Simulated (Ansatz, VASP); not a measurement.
**One calculation of CuO, two programs**

```xyz
4
Lattice="3.2880 0.0000 0.0000 -1.6440 2.8475 0.0000 0.0000 0.0000 5.3850" Properties=species:S:1:pos:R:3 pbc="T T T"
Cu    1.6440    0.9492    0.0000
Cu    0.0000    1.8983    2.6925
O     1.6440    0.9492    3.3667
O     0.0000    1.8983    0.6742
```

Alike in both runs: task single point; functional PBE; k mesh 3 × 3 × 2; occupations fermi-dirac, width 0.05 eV; no spin polarisation.

```csv
,VASP,Ansatz
version,VASP 6.6.1,Ansatz 0.2.0
potentials or method,"VASP PAW PBE potentials, release 64 (Cu, O)",Ansatz PAW
plane-wave cutoff (eV),520,420
valence electrons in the cell,34,50
```

Ansatz gave:

| Item | Value |
| --- | --- |
| gap on the k mesh at the Fermi level (eV) | none |
| pressure (GPa) | -9.3 |
| traceless stress, the component that is largest in VASP (GPa) | 1.07 |
| rms of the force components (eV/Å) | 0.045 |

What did VASP give for the same quantities?

gap on the k mesh at the Fermi level (eV): none; pressure (GPa): -8.8; traceless stress, the component that is largest in VASP (GPa): 1.06; rms of the force components (eV/Å): 0.044.

Atom by atom the forces differ by 0.001 eV/Å (rms over components). A gap of «none» marks a metal or a gap that the smearing closes. VASP's potentials hold 34 valence electrons a cell and Ansatz's 50, so a difference there can come from the potentials and not from the codes.

The k mesh is coarse, so the values compare programs but aren't converged.
